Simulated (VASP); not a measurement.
Set up this calculation in VASP 6.6.1, as the native input.

| Item | Value |
| --- | --- |
| Task | single point |
| Functional | PBE |
| Potentials or basis | VASP PAW PBE potentials, release 64 (Si) |
| Cutoff | 520 eV |
| k mesh | 10 × 10 × 10 |
| Occupations | gaussian, width 0.05 eV |
| Spin | no spin polarisation |
| Dipole correction | no |
| Further INCAR settings | ALGO = Normal; EDIFF = 1e-06; NBANDS = 16 |

The structure of Si lies in POSCAR:

```
Si
1.0
   -3.0779365595      3.0779365595      1.9304179815
    3.0779365595     -3.0779365595      1.9304179815
    2.6095549092      2.6095549092     -1.9304179815
Si
4
Direct
    0.1786105079      0.1786105079      0.3572210158
    0.8213894921      0.8213894921      0.6427789842
    0.1786105079      0.8213894921      0.0000000000
    0.8213894921      0.1786105079      0.0000000000
```

One way to write it, as run:

INCAR

```
SYSTEM = Si
  ALGO = Normal
  EDIFF = 1E-6
  ENCUT = 520
  GGA = PE
  ISIF = 2
  ISMEAR = 0
  LASPH = .TRUE.
  LCHARG = .FALSE.
  LREAL = .FALSE.
  LWAVE = .FALSE.
  NBANDS = 16
  NELM = 100
  PREC = Accurate
  SIGMA = 0.05
```

KPOINTS

```
k-points
0
G
  10 10 10
  0 0 0
```

Potentials or basis: VASP PAW PBE potentials, release 64 (Si).

Run with:

```sh
$ cat potpaw_PBE.64/Si/POTCAR > POTCAR
$ mpirun -np 1 vasp_std > vasp.out
```

It gave:

```
Pressure               : 51.0 GPa
Largest force          : 7.206 eV/Å
Band gap on the k mesh : zero (bands 8 and 9 overlap by 1.43 eV)
```

Caveat: the cell stands under pressure; forces of over 1 eV/Å act on the atoms, so gaps and moduli don't describe the material at rest.

Run time: 70 s on 1 thread of Intel(R) Xeon(R) 6975P-C (Granite Rapids), on a shared host, peak memory 0.26 GiB.
